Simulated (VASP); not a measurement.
# HfN (Fm-3m) in VASP: a series of runs, part 2 of 2

VASP 6.6.1. Earlier steps stand in the parts before.

**5. Single point, r2SCAN+D3(BJ) (11.98 Å³/atom)**

This run uses another cell than the first one, of 11.98 Å³/atom.

Input file POSCAR:

```
HfN
1.0
    0.0000000000      2.2884011014      2.2884011014
    2.2884011014      0.0000000000      2.2884011014
    2.2884011014      2.2884011014      0.0000000000
Hf N
1 1
Direct
    0.5000000000      0.5000000000      0.5000000000
    0.0000000000      0.0000000000      0.0000000000
```

Input file INCAR.step1:

```
  PREC = Accurate
  ENCUT = 520
  ISMEAR = 0
  SIGMA = 0.05
  LREAL = False
  LASPH = True
  NELM = 60
  NBANDS = 14
  GGA = PE
  ALGO = Normal
  EDIFF = 1E-4
  LWAVE = True
  LCHARG = False
```

Input file INCAR.step2:

```
  PREC = Accurate
  ENCUT = 520
  EDIFF = 1E-6
  ISMEAR = 0
  SIGMA = 0.05
  LREAL = False
  LASPH = True
  NELM = 60
  ALGO = Normal
  ISIF = 2
  LWAVE = False
  LCHARG = False
  METAGGA = R2SCAN
  LMIXTAU = True
  IVDW = 12
  VDW_S6 = 1.0
  VDW_S8 = 0.78981345
  VDW_A1 = 0.49484001
  VDW_A2 = 5.73083694
  NBANDS = 14
  ISTART = 1
```

Input file KPOINTS:

```
Automatic mesh
0
Gamma
  10 10 10
```

Potentials or basis: VASP PAW PBE potentials, release 64 (Hf_pv, N).

The run is started by

```console
cat potpaw_PBE.64/Hf_pv/POTCAR potpaw_PBE.64/N/POTCAR > POTCAR
cp INCAR.step1 INCAR
mpirun -np 1 vasp_std > vasp.out
cp INCAR.step2 INCAR
mpirun -np 1 vasp_std > vasp.out
```

OUTCAR:

```text
PREC = Accurate
   ENCUT = 520
   EDIFF = 1E-6
   ISMEAR = 0
   LREAL = False
   LASPH = True
   NELM = 60
   ISIF = 2
   METAGGA = R2SCAN
   IVDW = 12
   ISTART = 1
 IVDW          = 12

 ion  position               nearest neighbor table
   1  0.500  0.500  0.500-   2 2.29   2 2.29   2 2.29   2 2.29   2 2.29   2 2.29
   2  0.000  0.000  0.000-   1 2.29   1 2.29   1 2.29   1 2.29   1 2.29   1 2.29

  LATTYP: Found a face centered cubic cell.
 ALAT       =     4.5768022028

  Lattice vectors:

 A1 = (   0.0000000000,   2.2884011014,   2.2884011014)
 A2 = (   2.2884011014,   0.0000000000,   2.2884011014)
 A3 = (   2.2884011014,   2.2884011014,   0.0000000000)

Analysis of symmetry for initial positions (statically):
=====================================================================
 Subroutine PRICEL returns:
 Original cell was already a primitive cell.

 Routine SETGRP: Setting up the symmetry group for a
 face centered cubic supercell.

 Subroutine GETGRP returns: Found 48 space group operations
 (whereof 48 operations were pure point group operations)
 out of a pool of 48 trial point group operations.

The static configuration has the point symmetry O_h .

Analysis of symmetry for dynamics (positions and initial velocities):
=====================================================================
 Subroutine PRICEL returns:
 Original cell was already a primitive cell.

 Routine SETGRP: Setting up the symmetry group for a
 face centered cubic supercell.

 Subroutine GETGRP returns: Found 48 space group operations
 (whereof 48 operations were pure point group operations)
 out of a pool of 48 trial point group operations.

The dynamic configuration has the point symmetry O_h .

 Subroutine INISYM returns: Found 48 space group operations
 (whereof 48 operations are pure point group operations),
 and found     1 'primitive' translations

----------------------------------------------------------------------------------------

                                     Primitive cell

  volume of cell :      23.9677

  direct lattice vectors                    reciprocal lattice vectors
     0.000000000  2.288401101  2.288401101    -0.218493165  0.218493165  0.218493165
     2.288401101  0.000000000  2.288401101     0.218493165 -0.218493165  0.218493165
     2.288401101  2.288401101  0.000000000     0.218493165  0.218493165 -0.218493165

  length of vectors
     3.236287874  3.236287874  3.236287874     0.378441263  0.378441263  0.378441263

  position of ions in fractional coordinates (direct lattice)
     0.500000000  0.500000000  0.500000000
     0.000000000  0.000000000  0.000000000

  ion indices of the primitive-cell ions
   primitive index   ion index
                 1           1
                 2           2

----------------------------------------------------------------------------------------

 KPOINTS: Automatic mesh

Automatic generation of k-mesh.
 Grid dimensions read from file:
 generate k-points for:   10   10   10

 Generating k-lattice:

  Cartesian coordinates                     Fractional coordinates (reciprocal lattice)
    -0.021849317  0.021849317  0.021849317     0.100000000  0.000000000  0.000000000
     0.021849317 -0.021849317  0.021849317     0.000000000  0.100000000  0.000000000
     0.021849317  0.021849317 -0.021849317     0.000000000  0.000000000  0.100000000

  Length of vectors
     0.037844126  0.037844126  0.037844126

  Shift w.r.t. Gamma in fractional coordinates (k-lattice)
     0.000000000  0.000000000  0.000000000

[... 37 lines left out ...]
   ions per type =               1   1
   NGX,Y,Z   is equivalent  to a cutoff of  12.33, 12.33, 12.33 a.u.
   NGXF,Y,Z  is equivalent  to a cutoff of  24.66, 24.66, 24.66 a.u.
 SYSTEM =  unknown system
   PREC   = accura    normal or accurate (medium, high low for compatibility)
   ISTART =      1    job   : 0-new  1-cont  2-samecut
   ICHARG =      0    charge: 1-file 2-atom 10-const
   ISPIN  =      1    spin polarized calculation?
   LNONCOLLINEAR =      F non collinear calculations
   LSORBIT =      F    spin-orbit coupling
   LASPH  =      T    aspherical Exc in radial PAW
   ENCUT  =  520.0 eV  38.22 Ry    6.18 a.u.   6.02  6.02  6.02*2*pi/ulx,y,z
   NELM   =     60;   NELMIN=  2; NELMDL=  0     # of ELM steps
   EDIFF  = 0.1E-05   stopping-criterion for ELM
   LREAL  =      F    real-space projection
   EDIFFG = 0.1E-04   stopping-criterion for IOM
   NSW    =      0    number of steps for IOM
   IBRION =     -1    ionic relax: 0-MD 1-quasi-New 2-CG
   NFREE  =      0    steps in history (QN), initial steepest desc. (CG)
   ISIF   =      2    stress and relaxation
   ISYM   =      2    0-nonsym 1-usesym 2-fastsym
   POTIM  = 0.5000    time-step for ionic-motion
   TEBEG  =    0.0;   TEEND  =   0.0 temperature during run
   PSTRESS=    0.0 pullay stress
   NELECT =      15.0000    total number of electrons
   NUPDOWN=      -1.0000    fix difference up-down
   EMIN   =  10.00;   EMAX   =-10.00  energy-range for DOS
   EFERMI =   0.00;   METHOD = LEGACY
   ISMEAR =     0;   SIGMA  =   0.05  broadening in eV -4-tet -1-fermi 0-gaus
   EFERMI_NEDOS =   21; number of points for ismear=-14 and -15
   IALGO  =     38    algorithm
   IMIX   =      4    mixing-type and parameters
     AMIX     =   0.40;   BMIX     =  1.00
     AMIX_MAG =   1.60;   BMIX_MAG =  1.00
  volume/ion in A,a.u.               =      11.98        80.87
  Fermi-wavevector in a.u.,A,eV,Ry     =   1.400328  2.646236 26.679916  1.960918
  Thomas-Fermi vector in A             =   2.523299
   LORBIT       =      0    0 simple, 1 ext, 2 COOP (PROOUT), +10 PAW based schemes
   METAGGA = R2SCAN    functional components
   LHFCALC =     F    Hartree Fock is set to
   AEXX    =    0.0000 exact exchange contribution
   IVDW    =    12    specifies the selected vdW correction
   LEPSILON=     F    determine dielectric tensor
   LRPA    =     F    only Hartree local field effects (RPA)
 non-spin polarized calculation
 Gauss-broadening in eV      SIGMA  =   0.05
  energy-cutoff  :      520.00
  volume of cell :       23.97
 maximum number of plane-waves:       659
   NGX = 13   NGY = 13   NGZ = 13

 number of electron      15.0000000 magnetization

 Free energy of the ion-electron system (eV)
  ---------------------------------------------------
  ext. energy  EPLUGINS =         0.00000000
  ---------------------------------------------------
  free energy    TOTEN  =       -58.19214445 eV

  energy without entropy =      -58.19069588  energy(sigma->0) =      -58.19142016

 E-fermi :   8.2139     XC(G=0): -13.3341

 val. band max:        8.1824152844   @ k =   0.1000   0.0000   0.0000
 cond. band min:       8.2237780116   @ k =  -0.1000   0.1000   0.0000
 fundamental gap:      0.0413627272
 Fermi energy:         8.2138526985

 k-point     1 :       0.0000    0.0000    0.0000
  band No.  band energies     occupation
      1     -24.4988      2.00000
      2     -24.4988      2.00000
      3     -24.4988      2.00000
      4     -10.2798      2.00000
      5       4.8094      2.00000
      6       4.8094      2.00000
      7       4.8094      2.00000
      8       7.8688      2.00000
      9       7.8688      2.00000
     10       7.8688      2.00000
     11       9.8762      0.00000
     12      10.1076      0.00000
     13      10.1076      0.00000
     14      18.1455      0.00000
[... 377 lines left out ...]
      1     -25.0793      2.00000
      2     -24.7256      2.00000
      3     -24.7008      2.00000
      4      -8.9821      2.00000
      5       1.2038      2.00000
      6       3.2780      2.00000
      7       3.6893      2.00000
      8       5.7137      2.00000
      9      12.1193      0.00000
     10      12.6225      0.00000
     11      12.7570      0.00000
     12      12.8405      0.00000
     13      17.3163      0.00000
     14      18.9758      0.00000

 [... further k-points ...]

------------------------ aborting loop because EDIFF is reached ----------------------------------------

 Edisp (eV)   -0.35164

 E8    (eV) :    -0.1330

  FORCE on cell =-STRESS in cart. coord.  units (eV):
  Direction    XX          YY          ZZ          XY          YZ          ZX
  --------------------------------------------------------------------------------------
  -------------------------------------------------------------------------------------
  Total      -2.06100    -2.06100    -2.06100     0.00000     0.00000     0.00000
  in kB    -137.77205  -137.77205  -137.77205     0.00000     0.00000     0.00000
  external pressure =     -137.77 kB  Pullay stress =        0.00 kB

 VOLUME and BASIS-vectors are now :
 -----------------------------------------------------------------------------
  energy-cutoff  :      520.00
  volume of cell :       23.97
      direct lattice vectors                 reciprocal lattice vectors
     0.000000000  2.288401101  2.288401101    -0.218493165  0.218493165  0.218493165
     2.288401101  0.000000000  2.288401101     0.218493165 -0.218493165  0.218493165
     2.288401101  2.288401101  0.000000000     0.218493165  0.218493165 -0.218493165

 POSITION                                       TOTAL-FORCE (eV/Angst)
 -----------------------------------------------------------------------------------
      2.28840      2.28840      2.28840        -0.000000     -0.000000     -0.000000
      0.00000      0.00000      0.00000         0.000000      0.000000      0.000000
 -----------------------------------------------------------------------------------
    total drift:                                0.000000     -0.000000     -0.000000

  FREE ENERGIE OF THE ION-ELECTRON SYSTEM (eV)
  ---------------------------------------------------
  free  energy   TOTEN  =       -58.5437809301 eV

  energy  without entropy=      -58.5423323678  energy(sigma->0) =      -58.54305665
```

Run time: 25 s. Hardware: 1 thread of Intel Xeon Platinum 8488C (Sapphire Rapids), shared host; peak memory 0.16 GiB.

What came out:

```
Free energy                : -58.5438 eV
Pressure                   : -13.8 GPa
Band gap on the k mesh     : zero (an odd number of electrons rules out a gap without spin polarisation)
Dispersion energy per atom : -0.176 eV
```

Caveat: three body term missing; the cell stands under tension; the PAW data sets were made with another functional, which shifts forces and pressure a little; spin-orbit coupling is left out, which moves the levels of the heavy elements.

**6. The runs side by side**

| cell | gap on the mesh (eV) | pressure (GPa) |
| --- | --- | --- |
| a = 3.195 Å, angles 60.0°, 2 atoms | none | -3.8 |
| a = 3.194 Å, angles 60.0°, 2 atoms | none | -3.7 |
| a = 3.215 Å, angles 60.0°, 2 atoms | none | -9.0 |
| a = 3.236 Å, angles 60.0°, 2 atoms | none | -13.8 |

Alike in all rows: task single point; level r2SCAN+D3(BJ); potentials or basis VASP PAW PBE potentials, release 64 (Hf_pv, N); no spin polarisation; k mesh 10 × 10 × 10; cutoff (eV) 520; smearing gaussian 0.05 eV.

Caveats: three body term missing; the cell stands under tension; the PAW data sets were made with another functional, which shifts forces and pressure a little; spin-orbit coupling is left out, which moves the levels of the heavy elements.

Absolute energies hang on the potentials; compare differences alone.
